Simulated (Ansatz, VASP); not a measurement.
# HgC2S2N2: VASP beside Ansatz

```xyz
7
Lattice="5.3889 -2.0044 -0.1999 5.3889 2.0044 -0.1999 -0.8204 0.0000 6.6864" Properties=species:S:1:pos:R:3 pbc="T T T"
Hg    0.0000    0.0000    0.0000
C     2.8043    0.0000    1.3031
C     7.1531    0.0000    4.9835
S     1.3168    0.0000    2.0207
S     8.6405    0.0000    4.2659
N     3.8863    0.0000    0.8372
N     6.0711    0.0000    5.4494
```

Alike in both runs: functional PBEsol; k mesh 6 × 6 × 4; occupations gaussian, width 0.02 eV; no spin polarisation.

Ansatz relaxed the structure, and its values are those at the end. VASP's run is a single point on that final structure, the one shown.

```csv
,VASP,Ansatz
version,VASP 6.6.1,Ansatz 0.2.0
potentials or method,"VASP PAW PBE potentials, release 64 (Hg, C, S, N), cutoff 520 eV","scalar-relativistic, plane waves, PAW"
valence electrons in the cell,42,50
```

|  | VASP | Ansatz | Ansatz less VASP |
| --- | --- | --- | --- |
| gap on the k mesh at the Fermi level (eV) | 2.27 | 2.25 | -0.019 |
| least direct gap on the mesh (eV) | 2.51 | 2.50 | -0.019 |
| pressure (GPa) | 0.2 | 0.0 | -0.20 |
| rms of the force components (eV/Å) | 0.190 | 0.002 | -0.1883 |

VASP's potentials were made for PBE, not for PBEsol. One of these differences is far larger than is usual between the two programs; its cause wasn't traced. With one functional, cell and mesh, what is left measures potentials, basis and numerics. VASP's potentials hold 42 valence electrons a cell and Ansatz's 50, so a difference there can come from the potentials and not from the codes.

Spin-orbit coupling is off throughout. Noted on VASP's run: the standard files for N, O and F lose accuracy on very short bonds.
